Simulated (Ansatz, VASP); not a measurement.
# ZnS: VASP beside Ansatz

```xyz
2
Lattice="0.0000 2.7858 2.7046 2.7858 0.0000 2.7046 2.7858 2.7858 0.0000" Properties=species:S:1:pos:R:3 pbc="T T T"
Zn    0.0000    0.0000    0.0000
S     4.1787    4.1787    4.0570
```

Change from the starting cell: equal xx and yy strain of +3 %.

Alike in both runs: task single point; functional PBE; k mesh 8 × 8 × 8; occupations fermi-dirac, width 0.01 eV; no spin polarisation.

|  | VASP | Ansatz |
| --- | --- | --- |
| version | VASP 6.6.1 | Ansatz 0.2.0 |
| potentials or method | VASP PAW PBE potentials, release 64 (Zn, S), cutoff 520 eV | all-electron LAPW, scalar-relativistic |

|  | VASP | Ansatz | Ansatz less VASP |
| --- | --- | --- | --- |
| gap on the k mesh at the Fermi level (eV) | 1.78 | 1.78 | 0.000 |
| pressure (GPa) | -2.4 | -2.6 | -0.12 |
| traceless stress, the component that is largest in VASP (GPa) | 0.78 | 0.79 | +0.005 |

Ansatz ran all-electron here, and VASP with PAW potentials.
